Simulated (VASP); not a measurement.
# Hf4Ta (Pmmm) in VASP: single point with PBE

Aim: the single point of Hf4Ta with PBE.

Program: VASP 6.6.1. These are calculated values, not measurements. Logs are shortened: lines on timing, memory, paths and dates and some standing lists are left out, and cuts for length are marked.

## (1) The cell of the first run

The structure is orthorhombic, space group Pmmm (No. 47). Conventional cell: a = 4.636 Å, b = 4.795 Å, c = 5.134 Å, α = 90.00°, β = 90.00°, γ = 90.00°. Hf (site symmetry m) has 4 Hf at 2.14 to 2.66 Å within 2.8 Å. Within 4.0 Å of Ta (site symmetry mmm) lie 8 Hf at 3.02 Å.

The cell was built from a structure type or drawn by symmetry, and may not be a known phase.

## (2) Single point, PBE

INCAR reads:

```
SYSTEM = Hf4Ta
  PREC = Accurate
  ENCUT = 520
  EDIFF = 1E-7
  ISMEAR = 0
  SIGMA = 0.1
  LREAL = .FALSE.
  LASPH = .TRUE.
  NELM = 80
  ALGO = Fast
  ISIF = 2
  LWAVE = .FALSE.
  LCHARG = .FALSE.
  GGA = PE
  NBANDS = 34
```

KPOINTS reads:

```
Automatic mesh
0
G
  4 4 4
  0 0 0
```

POSCAR reads:

```
Hf4Ta
1.0
    4.6364513800      0.0000000000      0.0000000000
    0.0000000000      4.7948993800      0.0000000000
    0.0000000000      0.0000000000      5.1336204700
Hf Ta
4 1
Direct
    0.2473414100      0.2772370800      0.0000000000
    0.2473414100      0.7227629200      0.0000000000
    0.7526585900      0.7227629200      0.0000000000
    0.7526585900      0.2772370800      0.0000000000
    0.5000000000      0.5000000000      0.5000000000
```

Potentials or basis: VASP PAW PBE potentials, release 64 (Hf_pv, Ta_pv).

The run is started by

```
> cat potpaw_PBE.64/Hf_pv/POTCAR potpaw_PBE.64/Ta_pv/POTCAR > POTCAR
> mpirun -np 1 vasp_std > vasp.out
```

OUTCAR:

```text
SYSTEM = Hf4Ta
   PREC = Accurate
   ENCUT = 520
   EDIFF = 1E-7
   ISMEAR = 0
   LREAL = .FALSE.
   LASPH = .TRUE.
   NELM = 80
   ISIF = 2
   GGA = PE

 ion  position               nearest neighbor table
   1  0.247  0.277  0.000-   2 2.14   4 2.29   4 2.34   2 2.66   5 3.02   5 3.02   3 3.13   3 3.17
                             3 3.51   3 3.54
   2  0.247  0.723  0.000-   1 2.14   3 2.29   3 2.34   1 2.66   5 3.02   5 3.02   4 3.13   4 3.17
                             4 3.51   4 3.54
   3  0.753  0.723  0.000-   4 2.14   2 2.29   2 2.34   4 2.66   5 3.02   5 3.02   1 3.13   1 3.17
                             1 3.51   1 3.54
   4  0.753  0.277  0.000-   3 2.14   1 2.29   1 2.34   3 2.66   5 3.02   5 3.02   2 3.13   2 3.17
                             2 3.51   2 3.54
   5  0.500  0.500  0.500-   1 3.02   2 3.02   3 3.02   4 3.02   1 3.02   2 3.02   3 3.02   4 3.02

  LATTYP: Found a simple orthorhombic cell.
 ALAT       =     4.6364513800
 B/A-ratio  =     1.0341744121
 C/A-ratio  =     1.1072305195

  Lattice vectors:

 A1 = (   4.6364513800,   0.0000000000,   0.0000000000)
 A2 = (   0.0000000000,   4.7948993800,   0.0000000000)
 A3 = (   0.0000000000,   0.0000000000,   5.1336204700)

Analysis of symmetry for initial positions (statically):
=====================================================================
 Subroutine PRICEL returns:
 Original cell was already a primitive cell.

 Routine SETGRP: Setting up the symmetry group for a
 simple orthorhombic supercell.

 Subroutine GETGRP returns: Found  8 space group operations
 (whereof  8 operations were pure point group operations)
 out of a pool of  8 trial point group operations.

The static configuration has the point symmetry D_2h.

Analysis of symmetry for dynamics (positions and initial velocities):
=====================================================================
 Subroutine PRICEL returns:
 Original cell was already a primitive cell.

 Routine SETGRP: Setting up the symmetry group for a
 simple orthorhombic supercell.

 Subroutine GETGRP returns: Found  8 space group operations
 (whereof  8 operations were pure point group operations)
 out of a pool of  8 trial point group operations.

The dynamic configuration has the point symmetry D_2h.

 Subroutine INISYM returns: Found  8 space group operations
 (whereof  8 operations are pure point group operations),
 and found     1 'primitive' translations

----------------------------------------------------------------------------------------

                                     Primitive cell

  volume of cell :     114.1271

  direct lattice vectors                    reciprocal lattice vectors
     4.636451380  0.000000000  0.000000000     0.215682193  0.000000000  0.000000000
     0.000000000  4.794899380  0.000000000     0.000000000  0.208554950  0.000000000
     0.000000000  0.000000000  5.133620470     0.000000000  0.000000000  0.194794299

  length of vectors
     4.636451380  4.794899380  5.133620470     0.215682193  0.208554950  0.194794299

  position of ions in fractional coordinates (direct lattice)
     0.247341410  0.277237080  0.000000000
     0.247341410  0.722762920  0.000000000
     0.752658590  0.722762920  0.000000000
     0.752658590  0.277237080  0.000000000
     0.500000000  0.500000000  0.500000000

  ion indices of the primitive-cell ions
   primitive index   ion index
                 1           1
                 2           2
                 3           3
                 4           4
                 5           5

----------------------------------------------------------------------------------------

 KPOINTS: Automatic mesh

Automatic generation of k-mesh.
 Grid dimensions read from file:
 generate k-points for:    4    4    4

 Generating k-lattice:

  Cartesian coordinates                     Fractional coordinates (reciprocal lattice)
     0.053920548  0.000000000  0.000000000     0.250000000  0.000000000  0.000000000
     0.000000000  0.052138737  0.000000000     0.000000000  0.250000000  0.000000000
     0.000000000  0.000000000  0.048698575     0.000000000  0.000000000  0.250000000

  Length of vectors
     0.053920548  0.052138737  0.048698575

  Shift w.r.t. Gamma in fractional coordinates (k-lattice)
     0.000000000  0.000000000  0.000000000

 Subroutine IBZKPT returns following result:
 ===========================================

 Found     27 irreducible k-points:

 Following reciprocal coordinates:
            Coordinates               Weight
  0.000000  0.000000  0.000000      1.000000
  0.250000  0.000000  0.000000      2.000000
  0.500000  0.000000  0.000000      1.000000
  0.000000  0.250000  0.000000      2.000000
  0.250000  0.250000  0.000000      4.000000
  0.500000  0.250000  0.000000      2.000000
[... 16 lines left out ...]
  0.250000  0.250000  0.500000      4.000000
  0.500000  0.250000  0.500000      2.000000
 [... further k-points ...]
   k-points           NKPTS =     27   k-points in BZ     NKDIM =     27   number of bands    NBANDS=     34
   number of dos      NEDOS =    301   number of ions     NIONS =      5
   total plane-waves  NPLWV =  51840
   dimension x,y,z NGX =    36 NGY =   36 NGZ =   40
   dimension x,y,z NGXF=    72 NGYF=   72 NGZF=   80
   ions per type =               4   1
   NGX,Y,Z   is equivalent  to a cutoff of  12.91, 12.48, 12.95 a.u.
   NGXF,Y,Z  is equivalent  to a cutoff of  25.82, 24.96, 25.91 a.u.
 SYSTEM =  Hf4Ta
   PREC   = accura    normal or accurate (medium, high low for compatibility)
   ISTART =      0    job   : 0-new  1-cont  2-samecut
   ICHARG =      2    charge: 1-file 2-atom 10-const
   ISPIN  =      1    spin polarized calculation?
   LNONCOLLINEAR =      F non collinear calculations
   LSORBIT =      F    spin-orbit coupling
   LASPH  =      T    aspherical Exc in radial PAW
   ENCUT  =  520.0 eV  38.22 Ry    6.18 a.u.   8.62  8.92  9.55*2*pi/ulx,y,z
   NELM   =     80;   NELMIN=  2; NELMDL= -5     # of ELM steps
   EDIFF  = 0.1E-06   stopping-criterion for ELM
   LREAL  =      F    real-space projection
   EDIFFG = 0.1E-05   stopping-criterion for IOM
   NSW    =      0    number of steps for IOM
   IBRION =     -1    ionic relax: 0-MD 1-quasi-New 2-CG
   NFREE  =      0    steps in history (QN), initial steepest desc. (CG)
   ISIF   =      2    stress and relaxation
   ISYM   =      2    0-nonsym 1-usesym 2-fastsym
   POTIM  = 0.5000    time-step for ionic-motion
   TEBEG  =    0.0;   TEEND  =   0.0 temperature during run
   PSTRESS=    0.0 pullay stress
   NELECT =      51.0000    total number of electrons
   NUPDOWN=      -1.0000    fix difference up-down
   EMIN   =  10.00;   EMAX   =-10.00  energy-range for DOS
   EFERMI =   0.00;   METHOD = LEGACY
   ISMEAR =     0;   SIGMA  =   0.10  broadening in eV -4-tet -1-fermi 0-gaus
   EFERMI_NEDOS =   21; number of points for ismear=-14 and -15
   IALGO  =     68    algorithm
   IMIX   =      4    mixing-type and parameters
     AMIX     =   0.40;   BMIX     =  1.00
     AMIX_MAG =   1.60;   BMIX_MAG =  1.00
  volume/ion in A,a.u.               =      22.83       154.03
  Fermi-wavevector in a.u.,A,eV,Ry     =   1.251609  2.365197 21.313857  1.566524
  Thomas-Fermi vector in A             =   2.385548
   LORBIT       =      0    0 simple, 1 ext, 2 COOP (PROOUT), +10 PAW based schemes
   GGA     = PE    functional components
   LHFCALC =     F    Hartree Fock is set to
   AEXX    =    0.0000 exact exchange contribution
   IVDW    =     0    specifies the selected vdW correction
   LEPSILON=     F    determine dielectric tensor
   LRPA    =     F    only Hartree local field effects (RPA)
 non-spin polarized calculation
 RMM-DIIS sequential band-by-band and
 Gauss-broadening in eV      SIGMA  =   0.10
  energy-cutoff  :      520.00
  volume of cell :      114.13
 maximum number of plane-waves:      3092
 NGX is ok and might be reduce to    36
   NGX = 17   NGY = 17   NGZ = 19

 number of electron      51.0000007 magnetization

 Free energy of the ion-electron system (eV)
  ---------------------------------------------------
  ext. energy  EPLUGINS =         0.00000000
  ---------------------------------------------------
  free energy    TOTEN  =       -33.81047930 eV

  energy without entropy =      -33.78234182  energy(sigma->0) =      -33.79641056

 E-fermi :   3.7020     XC(G=0): -10.6593

 val. band max:        3.6958032650   @ k =   0.0000   0.2500   0.0000
 cond. band min:       3.7178537403   @ k =   0.5000   0.5000   0.2500
 fundamental gap:      0.0220504752
 Fermi energy:         3.7020311266

 k-point     1 :       0.0000    0.0000    0.0000
  band No.  band energies     occupation
      1     -31.2913      2.00000
      2     -31.2452      2.00000
      3     -30.8552      2.00000
      4     -29.4845      2.00000
      5     -29.4527      2.00000
      6     -28.5662      2.00000
[... 26 lines left out ...]
     33       5.9208      0.00000
     34       8.3449      0.00000

 k-point     2 :       0.2500    0.0000    0.0000
  band No.  band energies     occupation
      1     -31.2929      2.00000
      2     -31.2447      2.00000
      3     -30.8539      2.00000
      4     -29.3408      2.00000
      5     -28.8473      2.00000
      6     -28.7037      2.00000
[... 26 lines left out ...]
     33       5.8750      0.00000
     34       6.1226      0.00000

 k-point     3 :       0.5000    0.0000    0.0000
  band No.  band energies     occupation
      1     -31.2944      2.00000
      2     -31.2442      2.00000
      3     -30.8526      2.00000
      4     -29.0679      2.00000
      5     -28.9986      2.00000
      6     -27.3388      2.00000
[... 26 lines left out ...]
     33       6.7958      0.00000
     34       6.9952      0.00000

 k-point     4 :       0.0000    0.2500    0.0000
  band No.  band energies     occupation
      1     -31.2911      2.00000
      2     -31.2460      2.00000
      3     -30.8548      2.00000
      4     -29.4150      2.00000
      5     -29.1173      2.00000
      6     -28.5599      2.00000
[... 26 lines left out ...]
     33       6.0742      0.00000
     34       6.3812      0.00000

 k-point     5 :       0.2500    0.2500    0.0000
  band No.  band energies     occupation
      1     -31.2926      2.00000
      2     -31.2455      2.00000
      3     -30.8535      2.00000
      4     -29.0016      2.00000
      5     -28.7878      2.00000
      6     -28.3873      2.00000
[... 621 lines left out ...]
 k-point    22 :       0.0000    0.2500    0.5000
  band No.  band energies     occupation
      1     -31.2949      2.00000
      2     -31.2487      2.00000
      3     -30.8626      2.00000
      4     -29.3856      2.00000
      5     -29.0989      2.00000
      6     -28.5626      2.00000
[... 26 lines left out ...]
     33       7.7109      0.00000
     34       9.3967      0.00000

 k-point    23 :       0.2500    0.2500    0.5000
  band No.  band energies     occupation
      1     -31.2965      2.00000
      2     -31.2484      2.00000
      3     -30.8525      2.00000
      4     -28.9869      2.00000
      5     -28.7687      2.00000
      6     -28.3876      2.00000
[... 26 lines left out ...]
     33       6.9001      0.00000
     34       7.2846      0.00000

 k-point    24 :       0.5000    0.2500    0.5000
  band No.  band energies     occupation
      1     -31.2981      2.00000
      2     -31.2482      2.00000
      3     -30.8452      2.00000
      4     -28.7414      2.00000
      5     -28.6542      2.00000
      6     -27.2867      2.00000
[... 26 lines left out ...]
     33       6.7349      0.00000
     34       8.4293      0.00000

 [... further k-points ...]
[... 5 lines left out ...]
  --------------------------------------------------------------------------------------
  -------------------------------------------------------------------------------------
  Total       50.7939752     50.4342224     -5.1727465      0.0000000      0.0000000      0.0000000
  in kB      713.0727157    708.0223149    -72.6177542      0.0000000      0.0000000      0.0000000
  external PRESSURE =     449.4924255 kB  Pullay stress =       0.0000000 kB

 VOLUME and BASIS-vectors are now :
 -----------------------------------------------------------------------------
  energy-cutoff  :      520.00
  volume of cell :      114.13
      direct lattice vectors                 reciprocal lattice vectors
     4.636451380  0.000000000  0.000000000     0.215682193  0.000000000  0.000000000
     0.000000000  4.794899380  0.000000000     0.000000000  0.208554950  0.000000000
     0.000000000  0.000000000  5.133620470     0.000000000  0.000000000  0.194794299

 POSITION                                       TOTAL-FORCE (eV/Angst)
 -----------------------------------------------------------------------------------
      1.14679      1.32932      0.00000         0.977840     -8.485635      0.000000
      1.14679      3.46558      0.00000         0.977840      8.485635      0.000000
      3.48966      3.46558      0.00000        -0.977840      8.485635     -0.000000
      3.48966      1.32932      0.00000        -0.977840     -8.485635     -0.000000
      2.31823      2.39745      2.56681         0.000000      0.000000      0.000000
 -----------------------------------------------------------------------------------
    total drift:                                0.000000      0.000000     -0.000000

  FREE ENERGIE OF THE ION-ELECTRON SYSTEM (eV)
  ---------------------------------------------------
  free  energy   TOTEN  =       -33.8104792961 eV

  energy  without entropy=      -33.7823418212  energy(sigma->0) =      -33.79641056
```

It took 3.6 min on 1 thread of Oxide Virtual Turin-like, shared host; peak memory 0.23 GiB.

Results:

```
Free energy            : -33.8105 eV
Pressure               : 44.9 GPa
Largest force          : 8.542 eV/Å
Band gap on the k mesh : zero (an odd number of electrons rules out a gap without spin polarisation)
```

Forces in eV/Å, atoms in the order of the input:
```
Hf   0.978 -8.486  0.000
Hf   0.978  8.486  0.000
Hf  -0.978  8.486  0.000
Hf  -0.978 -8.486  0.000
Ta   0.000  0.000  0.000
```

Levels at points of the mesh, in eV from the Fermi level:
```tsv
k point	band 24	band 25	band 26	band 27	band 28	band 29
(0.00, 0.00, 0.00)	-1.10	-0.80	-0.31	0.17	0.32	0.93
(0.50, 0.00, 0.00)	-0.49	-0.45	-0.40	-0.26	0.66	1.12
(0.00, 0.50, 0.00)	-1.14	-0.65	-0.14	0.27	0.52	1.00
(0.50, 0.50, 0.00)	-0.30	0.26	0.80	0.89	1.50	1.97
(0.00, 0.00, 0.50)	-1.23	-0.49	-0.47	-0.22	0.13	0.84
(0.50, 0.00, 0.50)	-1.32	-0.74	-0.27	0.42	0.49	2.26
(0.00, 0.50, 0.50)	-1.00	-0.97	-0.91	-0.05	0.52	1.14
(0.50, 0.50, 0.50)	-0.57	0.28	0.55	0.79	0.87	1.27
```

Caveat: the cell stands under pressure; spin-orbit coupling is left out, which moves the levels of the heavy elements; forces of over 1 eV/Å act on the atoms, so gaps and moduli don't describe the material at rest.
